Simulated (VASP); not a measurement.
Set up this calculation in VASP 6.6.1, as the native input.

| Item | Value |
| --- | --- |
| Task | single point |
| Functional | PBE |
| Potentials or basis | VASP PAW PBE potentials, release 64 (As, C, N) |
| Cutoff | 520 eV |
| k mesh | 5 × 5 × 3 |
| Occupations | fermi-dirac, width 0.02 eV |
| Spin | no spin polarisation |
| Dipole correction | no |
| Further INCAR settings | ALGO = Normal; EDIFF = 1e-06; NBANDS = 45 |

The structure of AsC3N3 lies in POSCAR:

```
AsC3N3
1.0
    4.5950000000     -3.4500000000      0.0000000000
    4.5950000000      3.4500000000      0.0000000000
   -1.7325700000      0.0000000000      8.7501200000
As C N
2 6 6
Direct
    0.2951293755      0.2949045224      0.2621687797
    0.7050954776      0.7048706245      0.7378312203
    0.0059121565      0.4318030148      0.3724010734
    0.5681969852      0.9940878435      0.6275989266
    0.2375465944      0.9682105663      0.2490241906
    0.0317894337      0.7624534056      0.7509758094
    0.0866035516      0.3506592043      0.0671012870
    0.6493407957      0.9133964484      0.9328987130
    0.9758287210      0.4006596597      0.9508328635
    0.5993403403      0.0241712790      0.0491671365
    0.2242096248      0.7703131485      0.2486315767
    0.2296868515      0.7757903752      0.7513684233
    0.8496611630      0.5223410708      0.4479787309
    0.4776589292      0.1503388370      0.5520212691
```

One way to write it, as run:

INCAR

```
SYSTEM = AsC3N3
PREC = Accurate
ENCUT = 520
EDIFF = 1E-6
ISMEAR = -1
SIGMA = 0.02
LREAL = .FALSE.
LASPH = .TRUE.
NELM = 100
ALGO = Normal
ISIF = 2
LWAVE = .FALSE.
LCHARG = .FALSE.
GGA = PE
NBANDS = 45
```

KPOINTS

```
Automatic mesh
0
G
  5 5 3
  0 0 0
```

Potentials or basis: VASP PAW PBE potentials, release 64 (As, C, N).

Run with:

```console
$ cat potpaw_PBE.64/As/POTCAR potpaw_PBE.64/C/POTCAR potpaw_PBE.64/N/POTCAR > POTCAR
$ mpirun -np 1 vasp_std > vasp.out
```

Results of the run:

```
Pressure               : 1.2 GPa
Largest force          : 0.458 eV/Å
Band gap on the k mesh : 4.65 eV (least direct gap 4.66 eV)
```

Wall time 3.3 min on 1 thread of Intel(R) Xeon(R) 6975P-C (Granite Rapids) (shared host), peak memory 0.54 GiB.
